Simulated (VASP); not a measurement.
Write the native input for VASP 6.6.1 that does the following.

```yaml
Task: relaxation of cell and atoms
Functional: LDA
Potentials_or_basis: VASP PAW LDA potentials, release 64 (Hf_pv)
Cutoff: 600 eV
k_mesh: 5 × 5 × 5
Occupations: fermi-dirac, width 0.1 eV
Spin: no spin polarisation
Dipole_correction: no
Further_INCAR_settings: ALGO = Normal; EDIFF = 1e-06; IBRION = 2; EDIFFG = -0.05; NSW = 80; ISIF = 3
```

The structure of Hf lies in POSCAR:

```
Hf
1.0
    0.0000000000      2.2200000000      2.2200000000
    2.2200000000      0.0000000000      2.2200000000
    2.2200000000      2.2200000000      0.0000000000
Hf
1
Direct
    0.0000000000      0.0000000000      0.0000000000
```

The input as run:

INCAR

```
SYSTEM = Hf
PREC     = Accurate       ! precision mode
ENCUT    = 600            ! plane-wave cutoff, eV
EDIFF    = 1E-6           ! SCF threshold, eV
ISMEAR   = -1             ! smearing method
SIGMA    = 0.1            ! smearing width, eV
LREAL    = .FALSE.        ! projectors in reciprocal space
LASPH    = .TRUE.         ! aspherical terms in the spheres
NELM     = 60             ! most SCF steps
ALGO     = Normal         ! electronic algorithm
ISIF     = 3              ! what is computed and relaxed
LWAVE    = .FALSE.        ! write WAVECAR
LCHARG   = .FALSE.        ! write CHGCAR
GGA      = CA             ! functional
IBRION   = 2              ! ionic algorithm
NSW      = 80             ! ionic steps
EDIFFG   = -0.05          ! ionic threshold
```

KPOINTS

```
Automatic mesh
0
G
  5 5 5
  0 0 0
```

Potentials or basis: VASP PAW LDA potentials, release 64 (Hf_pv).

Run with:

```sh
$ cat potpaw_LDA.64/Hf_pv/POTCAR > POTCAR
$ mpirun -np 1 vasp_std > vasp.out
```

Results of the run:

* Relaxed volume: 20.71 Å³/atom
* Relaxed cell: a = 3.083 Å, b = 3.083 Å, c = 3.083 Å, α = 60.00°, β = 60.00°, γ = 60.00°
* Space group after relaxing (to 0.05 Å): Fm-3m (No. 225)
* Energy gained by relaxing: 22.8 meV/atom
* Ionic steps: 3
* Pressure after relaxing: -0.1 GPa
* Band gap on the k mesh: zero (band 5 reaches 6.53 eV, above the bottom of band 6 at 4.78 eV)

Caveat: the k points lie up to 0.50 Å⁻¹ apart in the final cell; spin-orbit coupling is left out, which moves the levels of the heavy elements.

It took 9 s on 1 thread of Intel Xeon 6975P-C, with other jobs on the host, peak memory 0.15 GiB.
